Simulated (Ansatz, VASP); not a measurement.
CdS in VASP and in Ansatz

```
Cd S
1.0
     3.89844    0.00000    0.00000
     0.00000    5.51149    0.00000
     0.00000    0.00000    3.89810
Cd S
2 2
Direct
  0.50000 0.50000 0.24303
  0.00000 0.00000 0.75697
  0.50000 0.00000 0.25516
  0.00000 0.50000 0.74484
```

Alike in both runs: task single point; functional PBEsol; k mesh 4 × 2 × 4; no spin polarisation.

|  | VASP | Ansatz |
| --- | --- | --- |
| version | VASP 6.6.1 | Ansatz 0.2.0 |
| potentials or method | VASP PAW PBE potentials, release 64 (Cd, S) | plane waves, PAW |
| plane-wave cutoff (eV) | 500 | 420 |
| occupations | gaussian, width 0.01 eV | fixed |
| valence electrons in the cell | 36 | 52 |

```tsv
	VASP	Ansatz	Ansatz less VASP
pressure (GPa)	-4.0	-4.4	-0.41
traceless stress, the component that is largest in VASP (GPa)	-1.36	-1.35	+0.011
```

VASP's potentials were made for PBE, not for PBEsol. VASP's potentials hold 36 valence electrons a cell and Ansatz's 52, so a difference there can come from the potentials and not from the codes.

The k mesh is coarse, so the values compare programs but aren't converged.
